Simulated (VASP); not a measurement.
# CoO (Fm-3m) in VASP: settings compared, part 2 of 2

VASP 6.6.1. Earlier steps stand in the parts before.

**3. Relaxation of cell and atoms, RPBE+D4, collinear spin, ferromagnetic start**

The input, INCAR:

```
PREC = Accurate
ENCUT = 600
EDIFF = 1E-7
ISMEAR = -1
SIGMA = 0.05
LREAL = F
LASPH = T
NELM = 150
ALGO = Normal
ISIF = 3
LWAVE = F
LCHARG = F
ISPIN = 2
MAGMOM = 2 0
LORBIT = 11
LMAXMIX = 4
GGA = RP
IVDW = 13
IBRION = 2
NSW = 80
EDIFFG = -0.005
```

The input, KPOINTS:

```
Automatic mesh
0
Gamma
  11 11 11
```

The input, POSCAR:

```
CoO
1.0
    0.0000000000      2.1315000000      2.1315000000
    2.1315000000      0.0000000000      2.1315000000
    2.1315000000      2.1315000000      0.0000000000
Co O
1 1
Direct
    0.0000000000      0.0000000000      0.0000000000
    0.5000000000      0.5000000000      0.5000000000
```

Potentials or basis: VASP PAW PBE potentials, release 64 (Co, O).

The run is started by

```bash
> cat potpaw_PBE.64/Co/POTCAR potpaw_PBE.64/O/POTCAR > POTCAR
> mpirun -np 1 vasp_std > vasp.out
```

OUTCAR:

```text
PREC = Accurate
   ENCUT = 600
   EDIFF = 1E-7
   ISMEAR = -1
   LREAL = F
   LASPH = T
   NELM = 150
   ISIF = 3
   ISPIN = 2
   LORBIT = 11
   GGA = RP
   IVDW = 13
   IBRION = 2
   NSW = 80
   EDIFFG = -0.005

 ion  position               nearest neighbor table
   1  0.000  0.000  0.000-   2 2.13   2 2.13   2 2.13   2 2.13   2 2.13   2 2.13
   2  0.500  0.500  0.500-   1 2.13   1 2.13   1 2.13   1 2.13   1 2.13   1 2.13

  LATTYP: Found a face centered cubic cell.
 ALAT       =     4.2630000000

  Lattice vectors:

 A1 = (   0.0000000000,   2.1315000000,   2.1315000000)
 A2 = (   2.1315000000,   0.0000000000,   2.1315000000)
 A3 = (   2.1315000000,   2.1315000000,   0.0000000000)

Analysis of symmetry for initial positions (statically):
=====================================================================
 Subroutine PRICEL returns:
 Original cell was already a primitive cell.

 Routine SETGRP: Setting up the symmetry group for a
 face centered cubic supercell.

 Subroutine GETGRP returns: Found 48 space group operations
 (whereof 48 operations were pure point group operations)
 out of a pool of 48 trial point group operations.

The static configuration has the point symmetry O_h .

Analysis of symmetry for dynamics (positions and initial velocities):
=====================================================================
 Subroutine PRICEL returns:
 Original cell was already a primitive cell.

 Routine SETGRP: Setting up the symmetry group for a
 face centered cubic supercell.

[... 255 lines left out ...]

 E-fermi :   8.3075     XC(G=0): -12.3357

 val. band max:        8.2907306309   @ k =   0.3636   0.2727   0.0909
 cond. band min:       8.3084273693   @ k =  -0.1818   0.2727   0.0909
 fundamental gap:      0.0176967384
 Fermi energy:         8.3075306591

 spin component 1

 k-point     1 :       0.0000    0.0000    0.0000
  band No.  band energies     occupation
      1     -12.1108      1.00000
      2       5.0065      1.00000
      3       5.0065      1.00000
      4       5.1319      1.00000
      5       5.1319      1.00000
      6       5.1319      1.00000
      7       5.2042      1.00000
      8       5.2042      1.00000
      9       5.2042      1.00000
     10       9.4619      0.00000
     11      25.3186      0.00000
     12      26.6431      0.00000
[... 333 lines left out ...]
      1     -11.3567      1.00000
      2       1.5914      1.00000
      3       2.6334      1.00000
      4       3.2672      1.00000
      5       5.5393      1.00000
      6       5.5555      1.00000
      7       6.3346      1.00000
      8       6.3564      1.00000
      9       8.0439      0.99490
     10      13.1400      0.00000
     11      20.0333      0.00000
     12      21.1865      0.00000

 [... further k-points ...]

 spin component 2

 k-point     1 :       0.0000    0.0000    0.0000
  band No.  band energies     occupation
      1     -11.6236      1.00000
      2       5.6853      1.00000
      3       5.6853      1.00000
      4       5.6853      1.00000
      5       7.1801      1.00000
      6       7.1801      1.00000
      7       7.1802      1.00000
      8       8.4430      0.06248
      9       8.4432      0.06216
     10       9.9796      0.00000
     11      25.1446      0.00000
     12      27.0851      0.00000
[... 378 lines left out ...]
  FREE ENERGIE OF THE ION-ELECTRON SYSTEM (eV)
  ---------------------------------------------------
  free  energy   TOTEN  =       -13.3948672158 eV

  energy  without entropy=      -13.3605889532  energy(sigma->0) =      -13.37772808

 reached required accuracy - stopping structural energy minimisation

 total charge

# of ion       s       p       d       tot
------------------------------------------
    1        0.298   0.367   7.152   7.816
    2        1.558   3.445   0.000   5.003
--------------------------------------------------
tot          1.856   3.812   7.152  12.819

 magnetization (x)

# of ion       s       p       d       tot
------------------------------------------
    1        0.020   0.017   2.511   2.549
    2        0.029   0.261   0.000   0.289
--------------------------------------------------
tot          0.049   0.278   2.511   2.838
```

OSZICAR:

```text
N       E                     dE             d eps       ncg     rms          rms(c)
DAV:   1     0.966689986516E+02    0.96669E+02   -0.79019E+03  2704   0.160E+03
DAV:   2    -0.681271690599E+01   -0.10348E+03   -0.91796E+02  2796   0.302E+02
[... 32 lines left out ...]
DAV:   4    -0.121956745043E+02    0.10603E-03   -0.29565E-04  3860   0.439E-01    0.781E-02
DAV:   5    -0.121956122773E+02    0.62227E-04   -0.11508E-04  3368   0.141E-01    0.303E-02
DAV:   6    -0.121956134906E+02   -0.12133E-05   -0.14056E-05  3336   0.725E-02    0.107E-02
DAV:   7    -0.121956132364E+02    0.25425E-06   -0.13266E-06  3316   0.173E-02    0.696E-03
DAV:   8    -0.121956135982E+02   -0.36179E-06   -0.68581E-07  2884   0.142E-02    0.617E-03
DAV:   9    -0.121956135074E+02    0.90733E-07   -0.34189E-07  1868   0.128E-02
   3 F= -.13394867E+02 E0= -.13377728E+02  d E =-.397762E-02  mag=     2.8822
```

It took 56 s on 1 thread of AMD EPYC 9R45 (Zen 5), shared host; peak memory 0.14 GiB.

What came out:

```
Free energy                                           : -13.3949 eV
Relaxed volume                                        : 9.49 Å³/atom
Relaxed cell                                          : a = 2.994 Å, b = 2.994 Å, c = 2.994 Å, α = 60.00°, β = 60.00°, γ = 60.00°
Space group after relaxing (to 0.1 Å)                 : Fm-3m (No. 225)
Energy gained by relaxing                             : 2.0 meV/atom
Ionic steps                                           : 3
Pressure after relaxing                               : 0.0 GPa
Net moment                                            : 2.88 μB per cell
Site moments                                          : Co +2.55; O +0.29 μB
Valence electrons inside the program's atomic spheres : Co 7.82; O 5.00
Dispersion energy per atom                            : -0.600 eV
```

Step by step:
```csv
step,energy change (eV),largest force (eV/Å),pressure (GPa),volume (Å³)
1,0.0000,0.0000,-3.22,19.37
2,-0.0033,0.0000,1.36,18.83
3,-0.0040,0.0000,0.01,18.98
```

Final structure:
```yaml
crystal:
  lattice:
    - [0.00000, 2.11714, 2.11714]
    - [2.11714, 0.00000, 2.11714]
    - [2.11714, 2.11714, 0.00000]
  atoms:
    - { symbol: Co, position: [0.00000, 0.00000, 0.00000] }
    - { symbol: O, position: [0.50000, 0.50000, 0.50000] }
```

Caveat: the PAW data sets were made with another functional, which shifts forces and pressure a little; a cell with one magnetic atom can't hold antiferromagnetic order, which such compounds often take; semilocal functionals often make such compounds metallic where correlation or magnetic order opens a gap, which also shifts bond lengths.
